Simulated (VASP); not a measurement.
Runs of VASP 6.6.1 on Mn. The structure is that of space group P6_3/mmc (No. 194), or close to it. The cells are those of the table. 

```tsv
spin	cell	k mesh	smearing	gap on the mesh (eV)	pressure (GPa)	moment (μB)
collinear, antiferromagnetic start	a = 2.828, b = 2.828, c = 4.279 Å, angles 90.0, 90.0, 120.0°, 2 atoms	14 × 14 × 8	fermi-dirac 0.05 eV	none	0.3	0.00
off	a = 2.457, b = 2.457, c = 3.987 Å, angles 90.0, 90.0, 120.0°, 2 atoms	8 × 8 × 4	fermi-dirac 0.1 eV	none	0.4	-
collinear, antiferromagnetic start	a = 2.790, b = 2.790, c = 4.221 Å, angles 90.0, 90.0, 120.0°, 2 atoms	14 × 14 × 8	fermi-dirac 0.05 eV	none	3.3	0.00
collinear, antiferromagnetic start	a = 2.865, b = 2.865, c = 4.335 Å, angles 90.0, 90.0, 120.0°, 2 atoms	14 × 14 × 8	fermi-dirac 0.05 eV	none	(b)	0.00
collinear, antiferromagnetic start	a = 2.710, b = 2.710, c = 4.100 Å, angles 90.0, 90.0, 120.0°, 2 atoms	14 × 14 × 8	fermi-dirac 0.05 eV	none	(a)	0.00
collinear, antiferromagnetic start	a = 2.751, b = 2.751, c = 4.161 Å, angles 90.0, 90.0, 120.0°, 2 atoms	14 × 14 × 8	fermi-dirac 0.05 eV	none	7.1	0.00
```

Alike in all rows: task single point; level r2SCAN; potentials or basis VASP PAW PBE potentials, release 64 (Mn_pv); cutoff (eV) 520.

Estimate the missing entries.

(a) 11.2; (b) -2.0.

Caveats: some runs use coarse meshes; the PAW data sets were made with another functional, which shifts forces and pressure a little.

A gap of «none» marks levels without a gap at the run's occupations.
